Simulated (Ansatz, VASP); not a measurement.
# Two plane-wave programs on MgS

Contents of INCAR:

```
SYSTEM = MgS
  PREC = Accurate
  ENCUT = 600
  EDIFF = 1E-7
  ISMEAR = 0
  SIGMA = 0.1
  LREAL = .False.
  LASPH = .True.
  NELM = 120
  ALGO = Normal
  ISIF = 3
  LWAVE = .False.
  LCHARG = .False.
  GGA = PE
  IBRION = 2
  NSW = 90
  EDIFFG = -0.04
  GGA_COMPAT = .False.
  NELMIN = 4
```

KPOINTS

```
Automatic mesh
0
Gamma
  2 2 4
  0 0 0
```

Contents of POSCAR:

```
MgS
1.0
    9.1071574700      0.0000000000      0.0000000000
    0.0000000000      9.1071574700      0.0000000000
    0.0000000000      0.0000000000      4.3493274100
Mg S
8 8
Direct
    0.6913084800      0.6225034900      0.0000000000
    0.8774965100      0.8086915200      0.5000000000
    0.3086915200      0.3774965100      0.0000000000
    0.1225034900      0.1913084800      0.5000000000
    0.6225034900      0.3086915200      0.5000000000
    0.8086915200      0.1225034900      0.0000000000
    0.3774965100      0.6913084800      0.5000000000
    0.1913084800      0.8774965100      0.0000000000
    0.1225034900      0.8086915200      0.5000000000
    0.3086915200      0.6225034900      0.0000000000
    0.8774965100      0.1913084800      0.5000000000
    0.6913084800      0.3774965100      0.0000000000
    0.1913084800      0.1225034900      0.0000000000
    0.3774965100      0.3086915200      0.5000000000
    0.8086915200      0.8774965100      0.0000000000
    0.6225034900      0.6913084800      0.5000000000
```

Input for Ansatz:

```yaml
crystal:
  lattice:
    - [9.10715747, 0.0, 0.0]
    - [0.0, 9.10715747, 0.0]
    - [0.0, 0.0, 4.34932741]
  atoms:
    - { symbol: Mg, position: [0.69130848, 0.62250349, 0.0] }
    - { symbol: Mg, position: [0.87749651, 0.80869152, 0.5] }
    - { symbol: Mg, position: [0.30869152, 0.37749651, 0.0] }
    - { symbol: Mg, position: [0.12250349, 0.19130848, 0.5] }
    - { symbol: Mg, position: [0.62250349, 0.30869152, 0.5] }
    - { symbol: Mg, position: [0.80869152, 0.12250349, 0.0] }
    - { symbol: Mg, position: [0.37749651, 0.69130848, 0.5] }
    - { symbol: Mg, position: [0.19130848, 0.87749651, 0.0] }
    - { symbol: S, position: [0.12250349, 0.80869152, 0.5] }
    - { symbol: S, position: [0.30869152, 0.62250349, 0.0] }
    - { symbol: S, position: [0.87749651, 0.19130848, 0.5] }
    - { symbol: S, position: [0.69130848, 0.37749651, 0.0] }
    - { symbol: S, position: [0.19130848, 0.12250349, 0.0] }
    - { symbol: S, position: [0.37749651, 0.30869152, 0.5] }
    - { symbol: S, position: [0.80869152, 0.87749651, 0.0] }
    - { symbol: S, position: [0.62250349, 0.69130848, 0.5] }
basis:
  ecutwfc: 420
kpoints:
  mp_grid: { grid: [2, 2, 4] }
hamiltonian:
  xc: pbe
scf:
  occupations: { method: gaussian, width: 0.1 }
  lower_state_search: "off"
output:
  forces: true
  stress: true
  eigenvalues: true
relax:
  adjacent_minimum: "off"
  f_tol: 0.04
  max_steps: 70
  cell: { stress_tol: 0.4 }
```

Alike in both runs: task relaxation of cell and atoms; functional PBE; k mesh 2 × 2 × 4; occupations gaussian, width 0.1 eV; no spin polarisation.

|  | VASP | Ansatz |
| --- | --- | --- |
| version | VASP 6.6.1 | Ansatz 0.2.0 |
| potentials or method | VASP PAW PBE potentials, release 64 (Mg, S), cutoff 600 eV | scalar-relativistic, plane waves, PAW |
| valence electrons in the cell | 64 | 128 |

|  | VASP | Ansatz | Ansatz less VASP |
| --- | --- | --- | --- |
| gap on the k mesh at the Fermi level, each at its own relaxed structure (eV) | 2.95 | 2.93 | -0.016 |
| relaxed volume (Å³/atom) | 23.92 | 24.10 | +0.174 |
| relaxed length of the cell vector where the two differ most in proportion (Å) | 5.244 | 5.260 | +0.0163 |

VASP's potentials hold 64 valence electrons a cell and Ansatz's 128, so a difference there can come from the potentials and not from the codes.
